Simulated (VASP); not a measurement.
# Cd (Fd-3m) in VASP: a series of runs, part 2 of 2

VASP 6.6.1.

### Step 3. Single point, LDA

This run uses another cell than the first one, of 21.73 Å³/atom.

Contents of INCAR:

```
PREC = Accurate
ENCUT = 520
EDIFF = 1E-7
ISMEAR = 0
SIGMA = 0.05
LREAL = False
LASPH = True
NELM = 60
ALGO = Normal
ISIF = 2
LWAVE = False
LCHARG = True
GGA = CA
LELF = True
LVHAR = True
NBANDS = 19
```

Contents of KPOINTS:

```
Automatic mesh
0
Gamma
  6 6 6
```

Contents of POSCAR:

```
Cd
1.0
    0.0000000000      2.7903166365      2.7903166365
    2.7903166365      0.0000000000      2.7903166365
    2.7903166365      2.7903166365      0.0000000000
Cd
2
Direct
    0.0000000000      0.0000000000      0.0000000000
    0.2500000000      0.2500000000      0.2500000000
```

Potentials or basis: VASP PAW LDA potentials, release 64 (Cd).

Run with:

```sh
> cat potpaw_LDA.64/Cd/POTCAR > POTCAR
> mpirun -np 1 vasp_std > vasp.out
```

OUTCAR:

```text
PREC = Accurate
   ENCUT = 520
   EDIFF = 1E-7
   ISMEAR = 0
   LREAL = False
   LASPH = True
   NELM = 60
   ISIF = 2
   GGA = CA

 ion  position               nearest neighbor table
   1  0.000  0.000  0.000-   2 2.42   2 2.42   2 2.42   2 2.42
   2  0.250  0.250  0.250-   1 2.42   1 2.42   1 2.42   1 2.42

  LATTYP: Found a face centered cubic cell.
 ALAT       =     5.5806332730

  Lattice vectors:

 A1 = (   0.0000000000,   2.7903166365,   2.7903166365)
 A2 = (   2.7903166365,   0.0000000000,   2.7903166365)
 A3 = (   2.7903166365,   2.7903166365,   0.0000000000)

Analysis of symmetry for initial positions (statically):
=====================================================================
 Subroutine PRICEL returns:
 Original cell was already a primitive cell.

 Routine SETGRP: Setting up the symmetry group for a
 face centered cubic supercell.

 Subroutine GETGRP returns: Found 48 space group operations
 (whereof 24 operations were pure point group operations)
 out of a pool of 48 trial point group operations.

The static configuration has the point symmetry T_d .
 The point group associated with its full space group is O_h .

Analysis of symmetry for dynamics (positions and initial velocities):
=====================================================================
 Subroutine PRICEL returns:
 Original cell was already a primitive cell.

 Routine SETGRP: Setting up the symmetry group for a
 face centered cubic supercell.

 Subroutine GETGRP returns: Found 48 space group operations
 (whereof 24 operations were pure point group operations)
 out of a pool of 48 trial point group operations.

The dynamic configuration has the point symmetry T_d .
 The point group associated with its full space group is O_h .

 Subroutine INISYM returns: Found 48 space group operations
 (whereof 24 operations are pure point group operations),
 and found     1 'primitive' translations

----------------------------------------------------------------------------------------

                                     Primitive cell

  volume of cell :      43.4501

  direct lattice vectors                    reciprocal lattice vectors
     0.000000000  2.790316637  2.790316637    -0.179191133  0.179191133  0.179191133
     2.790316637  0.000000000  2.790316637     0.179191133 -0.179191133  0.179191133
     2.790316637  2.790316637  0.000000000     0.179191133  0.179191133 -0.179191133

  length of vectors
     3.946103631  3.946103631  3.946103631     0.310368147  0.310368147  0.310368147

  position of ions in fractional coordinates (direct lattice)
     0.000000000  0.000000000  0.000000000
     0.250000000  0.250000000  0.250000000

  ion indices of the primitive-cell ions
   primitive index   ion index
                 1           1
                 2           2

----------------------------------------------------------------------------------------

 KPOINTS: Automatic mesh

Automatic generation of k-mesh.
 Grid dimensions read from file:
 generate k-points for:    6    6    6

 Generating k-lattice:

  Cartesian coordinates                     Fractional coordinates (reciprocal lattice)
    -0.029865189  0.029865189  0.029865189     0.166666667  0.000000000  0.000000000
     0.029865189 -0.029865189  0.029865189     0.000000000  0.166666667  0.000000000
     0.029865189  0.029865189 -0.029865189     0.000000000  0.000000000  0.166666667

  Length of vectors
     0.051728024  0.051728024  0.051728024

  Shift w.r.t. Gamma in fractional coordinates (k-lattice)
     0.000000000  0.000000000  0.000000000

 Subroutine IBZKPT returns following result:
 ===========================================

 Found     16 irreducible k-points:

 Following reciprocal coordinates:
            Coordinates               Weight
  0.000000  0.000000  0.000000      1.000000
  0.166667  0.000000  0.000000      8.000000
  0.333333  0.000000  0.000000      8.000000
  0.500000  0.000000  0.000000      4.000000
  0.166667  0.166667  0.000000      6.000000
  0.333333  0.166667  0.000000     24.000000
[... 8 lines left out ...]
 -0.333333  0.333333  0.166667     24.000000
 -0.333333  0.500000  0.166667     12.000000
   k-points           NKPTS =     16   k-points in BZ     NKDIM =     16   number of bands    NBANDS=     19
   number of dos      NEDOS =    301   number of ions     NIONS =      2
   total plane-waves  NPLWV =  27000
   dimension x,y,z NGX =    30 NGY =   30 NGZ =   30
   dimension x,y,z NGXF=    60 NGYF=   60 NGZF=   60
   ions per type =               2
   NGX,Y,Z   is equivalent  to a cutoff of  12.64, 12.64, 12.64 a.u.
   NGXF,Y,Z  is equivalent  to a cutoff of  25.28, 25.28, 25.28 a.u.
 SYSTEM =  unknown system
   PREC   = accura    normal or accurate (medium, high low for compatibility)
   ISTART =      0    job   : 0-new  1-cont  2-samecut
   ICHARG =      2    charge: 1-file 2-atom 10-const
   ISPIN  =      1    spin polarized calculation?
   LNONCOLLINEAR =      F non collinear calculations
   LSORBIT =      F    spin-orbit coupling
   LASPH  =      T    aspherical Exc in radial PAW
   ENCUT  =  520.0 eV  38.22 Ry    6.18 a.u.   7.34  7.34  7.34*2*pi/ulx,y,z
   NELM   =     60;   NELMIN=  2; NELMDL= -5     # of ELM steps
   EDIFF  = 0.1E-06   stopping-criterion for ELM
   LREAL  =      F    real-space projection
   EDIFFG = 0.1E-05   stopping-criterion for IOM
   NSW    =      0    number of steps for IOM
   IBRION =     -1    ionic relax: 0-MD 1-quasi-New 2-CG
   NFREE  =      0    steps in history (QN), initial steepest desc. (CG)
   ISIF   =      2    stress and relaxation
   ISYM   =      2    0-nonsym 1-usesym 2-fastsym
   POTIM  = 0.5000    time-step for ionic-motion
   TEBEG  =    0.0;   TEEND  =   0.0 temperature during run
   PSTRESS=    0.0 pullay stress
   NELECT =      24.0000    total number of electrons
   NUPDOWN=      -1.0000    fix difference up-down
   EMIN   =  10.00;   EMAX   =-10.00  energy-range for DOS
   EFERMI =   0.00;   METHOD = LEGACY
   ISMEAR =     0;   SIGMA  =   0.05  broadening in eV -4-tet -1-fermi 0-gaus
   EFERMI_NEDOS =   21; number of points for ismear=-14 and -15
   IALGO  =     38    algorithm
   IMIX   =      4    mixing-type and parameters
     AMIX     =   0.40;   BMIX     =  1.00
     AMIX_MAG =   1.60;   BMIX_MAG =  1.00
  volume/ion in A,a.u.               =      21.73       146.61
  Fermi-wavevector in a.u.,A,eV,Ry     =   1.343224  2.538325 24.548319  1.804251
  Thomas-Fermi vector in A             =   2.471315
   LORBIT       =      0    0 simple, 1 ext, 2 COOP (PROOUT), +10 PAW based schemes
   GGA     = CA    functional components
   LHFCALC =     F    Hartree Fock is set to
   AEXX    =    0.0000 exact exchange contribution
   IVDW    =     0    specifies the selected vdW correction
   LEPSILON=     F    determine dielectric tensor
   LRPA    =     F    only Hartree local field effects (RPA)
 non-spin polarized calculation
 Gauss-broadening in eV      SIGMA  =   0.05
  energy-cutoff  :      520.00
  volume of cell :       43.45
 maximum number of plane-waves:      1211
 NGX is ok and might be reduce to    30
   NGX = 15   NGY = 15   NGZ = 15

 number of electron      23.9999996 magnetization

 Free energy of the ion-electron system (eV)
  ---------------------------------------------------
  ext. energy  EPLUGINS =         0.00000000
  ---------------------------------------------------
  free energy    TOTEN  =        -0.61142427 eV

  energy without entropy =       -0.60536161  energy(sigma->0) =       -0.60839294

 E-fermi :   2.5529     XC(G=0): -11.0597

 val. band max:        2.5513277489   @ k =   0.5000   0.3333   0.0000
 cond. band min:       2.5658611369   @ k =  -0.3333   0.3333   0.1667
 fundamental gap:      0.0145333880
 Fermi energy:         2.5529143586

 k-point     1 :       0.0000    0.0000    0.0000
  band No.  band energies     occupation
      1      -8.0857      2.00000
      2      -8.0857      2.00000
      3      -8.0857      2.00000
      4      -8.0430      2.00000
      5      -8.0430      2.00000
      6      -6.5102      2.00000
[... 11 lines left out ...]
     18      11.9981      0.00000
     19      12.0825      0.00000
[... 309 lines left out ...]
 k-point    16 :      -0.3333    0.5000    0.1667
  band No.  band energies     occupation
      1      -8.4481      2.00000
      2      -8.4481      2.00000
      3      -7.7292      2.00000
      4      -7.7292      2.00000
      5      -6.9794      2.00000
      6      -6.9794      2.00000
[... 11 lines left out ...]
     18      15.1400      0.00000
     19      20.6730      0.00000

------------------------ aborting loop because EDIFF is reached ----------------------------------------

  FORCE on cell =-STRESS in cart. coord.  units (eV):
  Direction    XX          YY          ZZ          XY          YZ          ZX
  --------------------------------------------------------------------------------------
  -------------------------------------------------------------------------------------
  Total        8.6817048      8.6817048      8.6817048      0.0000000      0.0000000      0.0000000
  in kB      320.1290887    320.1290887    320.1290887      0.0000000      0.0000000      0.0000000
  external PRESSURE =     320.1290887 kB  Pullay stress =       0.0000000 kB

 VOLUME and BASIS-vectors are now :
 -----------------------------------------------------------------------------
  energy-cutoff  :      520.00
  volume of cell :       43.45
      direct lattice vectors                 reciprocal lattice vectors
     0.000000000  2.790316637  2.790316637    -0.179191133  0.179191133  0.179191133
     2.790316637  0.000000000  2.790316637     0.179191133 -0.179191133  0.179191133
     2.790316637  2.790316637  0.000000000     0.179191133  0.179191133 -0.179191133

 POSITION                                       TOTAL-FORCE (eV/Angst)
 -----------------------------------------------------------------------------------
      0.00000      0.00000      0.00000         0.000000      0.000000      0.000000
      1.39516      1.39516      1.39516        -0.000000     -0.000000     -0.000000
 -----------------------------------------------------------------------------------
    total drift:                                0.000000     -0.000000      0.000000

  FREE ENERGIE OF THE ION-ELECTRON SYSTEM (eV)
  ---------------------------------------------------
  free  energy   TOTEN  =        -0.6114242737 eV

  energy  without entropy=       -0.6053616149  energy(sigma->0) =       -0.60839294
```

It took 29 s on 1 thread of Intel Xeon 8259CL, shared host; peak memory 0.15 GiB.

Results:

- Free energy: -0.6114 eV
- Pressure: 32.0 GPa
- Band gap on the k mesh: zero (bands 12 and 13 overlap by 8.43 eV)

Levels at points of the mesh, in eV from the Fermi level:
| k point | band 9 | band 10 | band 11 | band 12 | band 13 | band 14 | band 15 | band 16 |
| --- | --- | --- | --- | --- | --- | --- | --- | --- |
| (0.00, 0.00, 0.00) | -8.87 | -8.20 | -8.20 | 7.27 | 7.27 | 7.27 | 8.03 | 8.03 |
| (0.50, 0.00, 0.00) | -8.23 | -8.23 | -4.70 | -3.99 | 4.30 | 4.30 | 8.17 | 8.51 |
| (0.50, 0.50, 0.00) | -8.09 | -8.09 | -3.20 | -3.20 | 0.98 | 0.98 | 5.43 | 5.43 |

Caveat: the cell stands under pressure.

The gap in the log of VASP goes by the Fermi energy; the results here count the filled bands.